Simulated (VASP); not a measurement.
A run of VASP 6.6.1 is set up as follows.

Contents of INCAR:

```
SYSTEM = Tl
PREC     = Accurate       ! precision mode
ENCUT    = 520            ! plane-wave cutoff, eV
EDIFF    = 1E-8           ! SCF threshold, eV
ISMEAR   = -1             ! smearing method
SIGMA    = 0.05           ! smearing width, eV
LREAL    = .False.        ! projectors in reciprocal space
LASPH    = .True.         ! aspherical terms in the spheres
NELM     = 60             ! most SCF steps
ALGO     = Normal         ! electronic algorithm
ISIF     = 2              ! what is computed and relaxed
LWAVE    = .False.        ! write WAVECAR
LCHARG   = .False.        ! write CHGCAR
GGA      = PE             ! functional
LEFG     = .True.       
NBANDS   = 20             ! bands
```

The input KPOINTS:

```
Automatic mesh
0
Gamma
  11 11 6
  0 0 0
```

POSCAR

```
Tl
1.0
    3.4738667352      0.0000000000      0.0000000000
   -1.7369333676      3.0084568421      0.0000000000
    0.0000000000      0.0000000000      5.6086641510
Tl
2
Direct
    0.3333333333      0.6666666667      0.2500000000
    0.6666666667      0.3333333333      0.7500000000
```

Potentials or basis: VASP PAW PBE potentials, release 64 (Tl_d).

Run with:

```console
$ cat potpaw_PBE.64/Tl_d/POTCAR > POTCAR
$ mpirun -np 1 vasp_std > vasp.out
```

Predict the band gap on the k mesh.

zero (bands 13 and 14 overlap by 5.36 eV).

What does it give for the pressure?

2.1 GPa.

Stress tensor (GPa, compression positive):
```
2.19 0.00 0.00
0.00 2.19 0.00
0.00 0.00 1.85
```

Caveat: without QUAD_EFG the Cq values of the log hold for a quadrupole moment of 1 mb, not for the nuclei; spin-orbit coupling is left out, which moves the levels of the heavy elements.
